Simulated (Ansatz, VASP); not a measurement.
**SrCl2 in VASP and in Ansatz**

File INCAR:

```
SYSTEM = SrCl2
  PREC = Accurate
  ENCUT = 520
  EDIFF = 1E-6
  ISMEAR = -1
  SIGMA = 0.05
  LREAL = .False.
  LASPH = .True.
  NELM = 80
  ALGO = Normal
  ISIF = 2
  LWAVE = .False.
  LCHARG = .False.
  NBANDS = 19
```

File KPOINTS:

```
regular mesh
0
Gamma
  7 7 7
  0 0 0
```

File POSCAR:

```
SrCl2
1.0
    0.0000000000      3.4883500000      3.4883500000
    3.4883500000      0.0000000000      3.4883500000
    3.4883500000      3.4883500000      0.0000000000
Sr Cl
1 2
Direct
    0.0000000000      0.0000000000      0.0000000000
    0.7500000000      0.7500000000      0.7500000000
    0.2500000000      0.2500000000      0.2500000000
```

input.yaml

```yaml
crystal:
  lattice:
    - [0.0, 3.48835, 3.48835]
    - [3.48835, 0.0, 3.48835]
    - [3.48835, 3.48835, 0.0]
  atoms:
    - { symbol: Sr, position: [0.0, 0.0, 0.0] }
    - { symbol: Cl, position: [0.75, 0.75, 0.75] }
    - { symbol: Cl, position: [0.25, 0.25, 0.25] }
hamiltonian:
  xc: lda
  pseudopotentials: { kind: paw }
kpoints:
  mp_grid: { grid: [7, 7, 7] }
  band_path:
    path:
      - [[0.0, 0.0, 0.0], [0.5, 0.0, 0.5], [0.5, 0.25, 0.75], [0.375, 0.375, 0.75], [0.0, 0.0, 0.0], [0.5, 0.5, 0.5], [0.625, 0.25, 0.625], [0.5, 0.25, 0.75], [0.5, 0.5, 0.5], [0.375, 0.375, 0.75]]
      - [[0.625, 0.25, 0.625], [0.5, 0.0, 0.5]]
    npoints: 14
scf:
  occupations: { method: fermi_dirac, width: 0.05 }
  n_extra_bands: 7
output:
  forces: true
  stress: true
  eigenvalues: true
  fatbands: true
```

Alike in both runs: functional LDA; k mesh 7 × 7 × 7; occupations fermi-dirac, width 0.05 eV; no spin polarisation.

|  | VASP | Ansatz |
| --- | --- | --- |
| version | VASP 6.6.1 | Ansatz 0.2.0 |
| potentials or method | VASP PAW LDA potentials, release 64 (Sr_sv, Cl) | Ansatz PAW |
| plane-wave cutoff (eV) | 520 | 420 |
| valence electrons in the cell | 24 | 24 |
| task | single point | band structure |

VASP gave:

| Property | Result |
| --- | --- |
| gap on the k mesh at the Fermi level (eV) | 4.92 |
| least direct gap on the mesh (eV) | 5.23 |
| pressure (GPa) | -2.7 |

Problem. Estimate Ansatz's values.

Solution. gap on the k mesh at the Fermi level (eV): 4.92; least direct gap on the mesh (eV): 5.23; pressure (GPa): -2.8.

LDA's correlation is that of Perdew and Zunger in VASP and of Perdew and Wang (1992) in Ansatz.
